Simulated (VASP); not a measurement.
Wanted: the native input for a VASP 6.6.1 run.

```yaml
Task: molecular dynamics
Functional: PBE
Potentials_or_basis: VASP PAW PBE potentials, release 64 (Si, Co)
Cutoff: 520 eV
k_mesh: 1 × 1 × 1, shifted
Occupations: fermi-dirac, width 0.1543 eV
Spin: no spin polarisation
Dipole_correction: no
Further_INCAR_settings: LREAL = Auto; ALGO = Normal; EDIFF = 1e-05; NBANDS = 86; ISYM = 0; IBRION = 0; POTIM = 3.0; NSW = 38
```

The structure of CoSi2 lies in POSCAR:

```
CoSi2
1.0
    7.4169260000     -0.1672480000     -0.1219080000
   -0.1672480000      7.1745680000      0.0683210000
   -0.1219080000      0.0683210000      6.7525770000
Si Co
16 8
Direct
    0.6335893319      0.6203281001      0.7050852809
    0.0216505473      0.6200538309      0.4583571391
    0.0726289383      0.9154657202      0.9047027493
    0.8208993851      0.6783132812      0.1011104270
    0.4849071100      0.3325393924      0.8485393782
    0.7240556900      0.1349079118      0.3422733582
    0.8327676633      0.9405172527      0.6509355485
    0.6768250912      0.4247089681      0.4938022184
    0.2859338501      0.5070185233      0.3358079216
    0.2046604431      0.0556135293      0.4791419769
    0.1614756841      0.5771390045      0.9831934927
    0.8612567092      0.3619869962      0.0807136607
    0.6466757183      0.0728446243      0.0092222652
    0.4729141527      0.8227189746      0.3776761074
    0.4068363656      0.9171723873      0.9331037933
    0.1911052089      0.2521094956      0.0506923810
    0.2883875509      0.7521755014      0.7116622530
    0.9392248291      0.9709460949      0.1484689716
    0.9263249595      0.1857885923      0.7626822160
    0.1877835245      0.3979862023      0.6438636474
    0.2017643832      0.8323277195      0.2130539124
    0.5807105813      0.0645297422      0.6338199290
    0.5150230001      0.3034724604      0.1850224469
    0.8920351977      0.6012664461      0.7617110102
```

One way to write it, as run:

INCAR

```
PREC = Accurate ; ENCUT = 520
EDIFF = 1E-5 ; ISMEAR = -1
SIGMA = 0.1543 ; LREAL = Auto
LASPH = True ; NELM = 60
ALGO = Normal ; ISIF = 2
LWAVE = False ; LCHARG = True
GGA = PE ; NBANDS = 86
ISYM = 0 ; IBRION = 0
NSW = 38 ; POTIM = 3.0
TEBEG = 1790.0 ; TEEND = 1790.0
NELMIN = 4 ; RANDOM_SEED = 4095 0 0
MDALGO = 3 ; LANGEVIN_GAMMA = 5 5
```

KPOINTS

```
Automatic mesh
0
Gamma
  1 1 1
  0.25 0.25 0.25
```

Potentials or basis: VASP PAW PBE potentials, release 64 (Si, Co).

Command:

```sh
$ cat potpaw_PBE.64/Si/POTCAR potpaw_PBE.64/Co/POTCAR > POTCAR
$ mpirun -np 1 vasp_std > vasp.out
```

Wall time 70 min on 1 thread of Oxide Virtual Turin-like Processor, on a shared host, peak memory 0.43 GiB.
